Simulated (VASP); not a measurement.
# Pt (R-3m) in VASP: a series of runs, part 2 of 3

VASP 6.6.1. The steps go on from the part before.

**4. Single point, PBE**

This run uses another cell than the first one, of 16.00 Å³/atom.

Input file INCAR:

```
SYSTEM = Pt
  ALGO = Fast
  EDIFF = 1E-7
  ENCUT = 520
  GGA = PE
  ISIF = 2
  ISMEAR = 0
  LASPH = .True.
  LCHARG = .False.
  LREAL = .False.
  LWAVE = .False.
  NBANDS = 11
  NELM = 100
  PREC = Accurate
  SIGMA = 0.15
```

Input file KPOINTS:

```
k-points
0
Gamma
  20 20 20
  0 0 0
```

Input file POSCAR:

```
Pt
1.0
    0.1984964712      2.1040625942      2.1040625942
    2.1040625942      0.1984964712      2.1040625942
    2.1040625942      2.1040625942      0.1984964712
Pt
1
Direct
    0.0000000000      0.0000000000      0.0000000000
```

Launch:

```console
$ cat potpaw_PBE.64/Pt/POTCAR > POTCAR
$ mpirun -np 1 vasp_std > vasp.out
```

Wall time 71 s (1 thread of Intel Xeon 6975P-C (Granite Rapids), shared host); peak memory 0.26 GiB.

The run converged. Its results:

- Free energy: -6.0103 eV
- Pressure: 0.2 GPa
- Band gap on the k mesh: zero (bands 5 and 6 overlap by 2.26 eV)

Stress tensor (GPa, compression positive):
```
 0.16 -7.12 -7.12
-7.12  0.16 -7.12
-7.12 -7.12  0.16
```

Levels at points of the mesh, in eV from the Fermi level:
```csv
k point,band 2,band 3,band 4,band 5,band 6,band 7,band 8,band 9
"(0.00, 0.00, 0.00)",-4.35,-3.24,-3.24,-1.06,-1.06,13.95,17.37,21.26
"(0.50, 0.00, 0.00)",-4.31,-2.49,-0.55,0.30,0.72,6.40,13.82,17.28
"(0.50, 0.50, 0.00)",-5.90,-0.20,0.37,0.83,2.08,8.61,9.76,13.15
"(0.50, 0.50, 0.50)",-3.44,-3.44,-1.12,-0.03,-0.03,3.60,15.42,20.98
```

Caveat: spin-orbit coupling is left out, which moves the levels of the heavy elements.

**5. Single point, PBE**

This run uses another cell than the first one, of 16.32 Å³/atom.

Input file INCAR:

```
ALGO = Normal ; EDIFF = 1E-7
ENCUT = 520 ; GGA = PE
ISIF = 2 ; ISMEAR = 0
LASPH = True ; LCHARG = False
LREAL = False ; LWAVE = False
NBANDS = 11 ; NELM = 60
PREC = Accurate ; SIGMA = 0.15
```

Input file KPOINTS:

```
k-points
0
Gamma
  20 20 20
```

Input file POSCAR:

```
Pt
1.0
   -0.2977447067      1.8757916524      1.8757916524
    1.8757916524     -0.2977447067      1.8757916524
    1.8757916524      1.8757916524     -0.2977447067
Pt
1
Direct
    0.0000000000      0.0000000000      0.0000000000
```

Potentials or basis: VASP PAW PBE potentials, release 64 (Pt).

Launch:

```console
$ cat potpaw_PBE.64/Pt/POTCAR > POTCAR
$ mpirun -np 1 vasp_std > vasp.out
```

OUTCAR:

```text
EDIFF = 1E-7
   ENCUT = 520
   GGA = PE
   ISIF = 2
   ISMEAR = 0
   LASPH = True
   LREAL = False
   NELM = 60
   PREC = Accurate

 ion  position               nearest neighbor table
   1  0.000  0.000  0.000-

  LATTYP: Found a trigonal (rhomboedric) cell.
 ALAT       =     2.6694270091
 COS(alpha) =     0.3370241354

  Lattice vectors:

 A1 = (  -0.2977447067,   1.8757916524,   1.8757916524)
 A2 = (   1.8757916524,  -0.2977447067,   1.8757916524)
 A3 = (   1.8757916524,   1.8757916524,  -0.2977447067)

Analysis of symmetry for initial positions (statically):
=====================================================================
 Subroutine PRICEL returns:
 Original cell was already a primitive cell.

 Routine SETGRP: Setting up the symmetry group for a
 trigonal (rhombohedral) supercell.

 Subroutine GETGRP returns: Found 12 space group operations
 (whereof 12 operations were pure point group operations)
 out of a pool of 12 trial point group operations.

The static configuration has the point symmetry D_3d.

Analysis of symmetry for dynamics (positions and initial velocities):
=====================================================================
 Subroutine PRICEL returns:
 Original cell was already a primitive cell.

 Routine SETGRP: Setting up the symmetry group for a
 trigonal (rhombohedral) supercell.

 Subroutine GETGRP returns: Found 12 space group operations
 (whereof 12 operations were pure point group operations)
 out of a pool of 12 trial point group operations.

The dynamic configuration has the point symmetry D_3d.

 Subroutine INISYM returns: Found 12 space group operations
 (whereof 12 operations are pure point group operations),
 and found     1 'primitive' translations

----------------------------------------------------------------------------------------

                                     Primitive cell

  volume of cell :      16.3168

  direct lattice vectors                    reciprocal lattice vectors
    -0.297744707  1.875791652  1.875791652    -0.210208838  0.249870883  0.249870883
     1.875791652 -0.297744707  1.875791652     0.249870883 -0.210208838  0.249870883
     1.875791652  1.875791652 -0.297744707     0.249870883  0.249870883 -0.210208838

  length of vectors
     2.669427009  2.669427009  2.669427009     0.411167449  0.411167449  0.411167449

  position of ions in fractional coordinates (direct lattice)
     0.000000000  0.000000000  0.000000000

  ion indices of the primitive-cell ions
   primitive index   ion index
                 1           1

----------------------------------------------------------------------------------------

 KPOINTS: k-points

Automatic generation of k-mesh.
 Grid dimensions read from file:
 generate k-points for:   20   20   20

 Generating k-lattice:

  Cartesian coordinates                     Fractional coordinates (reciprocal lattice)
    -0.010510442  0.012493544  0.012493544     0.050000000  0.000000000 -0.000000000
     0.012493544 -0.010510442  0.012493544     0.000000000  0.050000000 -0.000000000
     0.012493544  0.012493544 -0.010510442     0.000000000  0.000000000  0.050000000

  Length of vectors
     0.020558372  0.020558372  0.020558372

  Shift w.r.t. Gamma in fractional coordinates (k-lattice)
     0.000000000  0.000000000  0.000000000

 Subroutine IBZKPT returns following result:
 ===========================================

 Found    781 irreducible k-points:

 Following reciprocal coordinates:
            Coordinates               Weight
  0.000000  0.000000  0.000000      1.000000
  0.050000  0.000000  0.000000      6.000000
  0.100000 -0.000000 -0.000000      6.000000
  0.150000  0.000000 -0.000000      6.000000
  0.200000 -0.000000 -0.000000      6.000000
  0.250000  0.000000  0.000000      6.000000
[... 16 lines left out ...]
 -0.400000  0.050000 -0.000000     12.000000
 -0.350000  0.050000  0.000000     12.000000
 [... further k-points ...]
   k-points           NKPTS =    781   k-points in BZ     NKDIM =    781   number of bands    NBANDS=     11
   number of dos      NEDOS =    301   number of ions     NIONS =      1
   total plane-waves  NPLWV =   8000
   dimension x,y,z NGX =    20 NGY =   20 NGZ =   20
   dimension x,y,z NGXF=    40 NGYF=   40 NGZF=   40
   ions per type =               1
   NGX,Y,Z   is equivalent  to a cutoff of  12.46, 12.46, 12.46 a.u.
   NGXF,Y,Z  is equivalent  to a cutoff of  24.91, 24.91, 24.91 a.u.
 SYSTEM =  unknown system
   PREC   = accura    normal or accurate (medium, high low for compatibility)
   ISTART =      0    job   : 0-new  1-cont  2-samecut
   ICHARG =      2    charge: 1-file 2-atom 10-const
   ISPIN  =      1    spin polarized calculation?
   LNONCOLLINEAR =      F non collinear calculations
   LSORBIT =      F    spin-orbit coupling
   LASPH  =      T    aspherical Exc in radial PAW
   ENCUT  =  520.0 eV  38.22 Ry    6.18 a.u.   4.96  4.96  4.96*2*pi/ulx,y,z
   NELM   =     60;   NELMIN=  2; NELMDL= -5     # of ELM steps
   EDIFF  = 0.1E-06   stopping-criterion for ELM
   LREAL  =      F    real-space projection
   EDIFFG = 0.1E-05   stopping-criterion for IOM
   NSW    =      0    number of steps for IOM
   IBRION =     -1    ionic relax: 0-MD 1-quasi-New 2-CG
   NFREE  =      0    steps in history (QN), initial steepest desc. (CG)
   ISIF   =      2    stress and relaxation
   ISYM   =      2    0-nonsym 1-usesym 2-fastsym
   POTIM  = 0.5000    time-step for ionic-motion
   TEBEG  =    0.0;   TEEND  =   0.0 temperature during run
   PSTRESS=    0.0 pullay stress
   NELECT =      10.0000    total number of electrons
   NUPDOWN=      -1.0000    fix difference up-down
   EMIN   =  10.00;   EMAX   =-10.00  energy-range for DOS
   EFERMI =   0.00;   METHOD = LEGACY
   ISMEAR =     0;   SIGMA  =   0.15  broadening in eV -4-tet -1-fermi 0-gaus
   EFERMI_NEDOS =   21; number of points for ismear=-14 and -15
   IALGO  =     38    algorithm
   IMIX   =      4    mixing-type and parameters
     AMIX     =   0.40;   BMIX     =  1.00
     AMIX_MAG =   1.60;   BMIX_MAG =  1.00
  volume/ion in A,a.u.               =      16.32       110.11
  Fermi-wavevector in a.u.,A,eV,Ry     =   1.390581  2.627817 26.309787  1.933715
  Thomas-Fermi vector in A             =   2.514502
   LORBIT       =      0    0 simple, 1 ext, 2 COOP (PROOUT), +10 PAW based schemes
   GGA     = PE    functional components
   LHFCALC =     F    Hartree Fock is set to
   AEXX    =    0.0000 exact exchange contribution
   IVDW    =     0    specifies the selected vdW correction
   LEPSILON=     F    determine dielectric tensor
   LRPA    =     F    only Hartree local field effects (RPA)
 non-spin polarized calculation
 Gauss-broadening in eV      SIGMA  =   0.15
  energy-cutoff  :      520.00
  volume of cell :       16.32
 maximum number of plane-waves:       451
   NGX =  9   NGY =  9   NGZ =  9

 number of electron      10.0000000 magnetization

 Free energy of the ion-electron system (eV)
  ---------------------------------------------------
  ext. energy  EPLUGINS =         0.00000000
  ---------------------------------------------------
  free energy    TOTEN  =        -5.89621663 eV

  energy without entropy =       -5.88334776  energy(sigma->0) =       -5.88978220

 E-fermi :   9.6504     XC(G=0): -12.9729

 val. band max:        9.6490981295   @ k =  -0.2500   0.4000   0.2000
 cond. band min:       9.6521990596   @ k =   0.4000   0.0000   0.0000
 fundamental gap:      0.0031009301
 Fermi energy:         9.6504362301

 k-point     1 :       0.0000    0.0000    0.0000
  band No.  band energies     occupation
      1       0.4599      2.00000
      2       5.1332      2.00000
      3       5.1332      2.00000
      4       8.3096      2.00000
      5       8.9448      2.00000
      6       8.9448      2.00000
      7      24.2895      0.00000
      8      27.3270      0.00000
      9      27.3270      0.00000
     10      34.2041      0.00000
     11      35.1452      0.00000
[... 309 lines left out ...]
 k-point    24 :      -0.3500    0.0500    0.0000
  band No.  band energies     occupation
      1       2.9672      2.00000
      2       5.1849      2.00000
      3       7.1375      2.00000
      4       8.2990      2.00000
      5       8.9297      2.00000
      6       9.4083      1.97755
      7      17.4315      0.00000
      8      25.5572      0.00000
      9      28.0084      0.00000
     10      32.8444      0.00000
     11      34.3311      0.00000

 [... further k-points ...]

------------------------ aborting loop because EDIFF is reached ----------------------------------------

  FORCE on cell =-STRESS in cart. coord.  units (eV):
  Direction    XX          YY          ZZ          XY          YZ          ZX
  --------------------------------------------------------------------------------------
  -------------------------------------------------------------------------------------
  Total        0.1003963      0.1003963      0.1003963      0.7928696      0.7928696      0.7928696
  in kB        9.8580829      9.8580829      9.8580829     77.8532078     77.8532078     77.8532078
  external PRESSURE =       9.8580829 kB  Pullay stress =       0.0000000 kB

 VOLUME and BASIS-vectors are now :
 -----------------------------------------------------------------------------
  energy-cutoff  :      520.00
  volume of cell :       16.32
      direct lattice vectors                 reciprocal lattice vectors
    -0.297744707  1.875791652  1.875791652    -0.210208838  0.249870883  0.249870883
     1.875791652 -0.297744707  1.875791652     0.249870883 -0.210208838  0.249870883
     1.875791652  1.875791652 -0.297744707     0.249870883  0.249870883 -0.210208838

 POSITION                                       TOTAL-FORCE (eV/Angst)
 -----------------------------------------------------------------------------------
      0.00000      0.00000      0.00000        -0.000000      0.000000     -0.000000
 -----------------------------------------------------------------------------------
    total drift:                                0.000000      0.000000      0.000000

  FREE ENERGIE OF THE ION-ELECTRON SYSTEM (eV)
  ---------------------------------------------------
  free  energy   TOTEN  =        -5.8962166304 eV

  energy  without entropy=       -5.8833477608  energy(sigma->0) =       -5.88978220
```

OSZICAR:

```text
N       E                     dE             d eps       ncg     rms          rms(c)
DAV:   1     0.391038913206E+02    0.39104E+02   -0.53316E+03 17721   0.838E+02
DAV:   2    -0.564571223851E+01   -0.44750E+02   -0.42799E+02 19501   0.173E+02
DAV:   3    -0.625179577625E+01   -0.60608E+00   -0.60266E+00 20383   0.192E+01
DAV:   4    -0.625433807422E+01   -0.25423E-02   -0.25421E-02 19913   0.145E+00
DAV:   5    -0.625436075613E+01   -0.22682E-04   -0.22683E-04 20426   0.129E-01    0.107E+01
DAV:   6    -0.592788755649E+01    0.32647E+00   -0.81861E-01 18616   0.694E+00    0.569E+00
DAV:   7    -0.589903860464E+01    0.28849E-01   -0.10911E-01 20042   0.248E+00    0.238E+00
DAV:   8    -0.589635035742E+01    0.26882E-02   -0.42578E-03 18995   0.561E-01    0.436E-01
DAV:   9    -0.589621115576E+01    0.13920E-03   -0.11199E-04 19446   0.924E-02    0.349E-02
DAV:  10    -0.589621734209E+01   -0.61863E-05   -0.58844E-06 20379   0.184E-02    0.165E-02
DAV:  11    -0.589621693789E+01    0.40420E-06   -0.85135E-08 19886   0.278E-03    0.748E-03
DAV:  12    -0.589621662873E+01    0.30916E-06   -0.38853E-08 10697   0.176E-03    0.148E-04
DAV:  13    -0.589621663041E+01   -0.16852E-08   -0.56352E-10  9800   0.224E-04
   1 F= -.58962166E+01 E0= -.58897822E+01  d E =-.128689E-01
```

It took 50 s on 1 thread of Intel Xeon 6975P-C (Granite Rapids), shared host; peak memory 0.24 GiB.

What came out:

```
Free energy            : -5.8962 eV
Pressure               : 1.0 GPa
Band gap on the k mesh : zero (bands 5 and 6 overlap by 3.21 eV)
```

Levels at points of the mesh, in eV from the Fermi level:
```
           k point  band 3  band 4  band 5  band 6  band 7  band 8
(0.00, 0.00, 0.00)   -4.52   -1.34   -0.71   -0.71   14.64   17.68
(0.50, 0.00, 0.00)   -1.39   -0.78   -0.44    0.03    5.09   15.41
(0.50, 0.50, 0.00)   -0.35    0.03    1.36    2.40    8.79    8.84
(0.50, 0.50, 0.50)   -3.78    1.06    1.06    2.40    9.04   12.84
```

Caveat: spin-orbit coupling is left out, which moves the levels of the heavy elements.

(Continued in part 3 of 3.)
